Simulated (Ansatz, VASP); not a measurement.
# Two plane-wave programs on Ba

```
CELL_PARAMETERS angstrom
0.00000 3.28240 3.28240
3.28240 0.00000 3.28240
3.28240 3.28240 0.00000
ATOMIC_POSITIONS crystal
Ba 0.00000 0.00000 0.00000
```

Alike in both runs: task single point; functional revPBE; k mesh 14 × 14 × 14; occupations fermi-dirac, width 0.1 eV; no spin polarisation.

|  | VASP | Ansatz |
| --- | --- | --- |
| version | VASP 6.6.1 | Ansatz 0.2.0 |
| potentials or method | VASP PAW PBE potentials, release 64 (Ba_sv), cutoff 520 eV | plane waves (420 eV) with PAW, scalar-relativistic |
| valence electrons in the cell | 10 | 10 |

```csv
,VASP,Ansatz,Ansatz less VASP
pressure (GPa),-0.2,-0.2,-0.03
```

VASP's potentials were made for PBE, not for revPBE.

Neither program's run includes spin-orbit coupling.
